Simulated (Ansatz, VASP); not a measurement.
One calculation of Mg3ZrN, two programs

```
CELL_PARAMETERS angstrom
5.36926 0.00000 0.00000
0.00000 5.36926 0.00000
0.00000 0.00000 3.70581
ATOMIC_POSITIONS crystal
Mg 0.00000 0.50000 0.00000
Mg 0.50000 0.00000 0.00000
Mg 0.50000 0.50000 0.00000
Zr 0.00000 0.00000 0.50000
N 0.50000 0.50000 0.50000
```

Alike in both runs: functional PBE; k mesh 4 × 4 × 6; occupations gaussian, width 0.1 eV; no spin polarisation.

Ansatz relaxed the structure, and its values are those at the end. VASP's run is a single point on that final structure, the one shown.

|  | VASP | Ansatz |
| --- | --- | --- |
| version | VASP 6.6.1 | Ansatz 0.2.0 |
| potentials or method | VASP PAW PBE potentials, release 64 (Mg, Zr_sv, N), cutoff 520 eV | scalar-relativistic, plane waves, PAW |
| valence electrons in the cell | 23 | 47 |

```tsv
	VASP	Ansatz	Ansatz less VASP
gap on the k mesh at the Fermi level (eV)	none	none	-
pressure (GPa)	0.0	0.0	-0.02
```

A gap of «none» marks a metal or a gap that the smearing closes. VASP's potentials hold 23 valence electrons a cell and Ansatz's 47, so a difference there can come from the potentials and not from the codes.
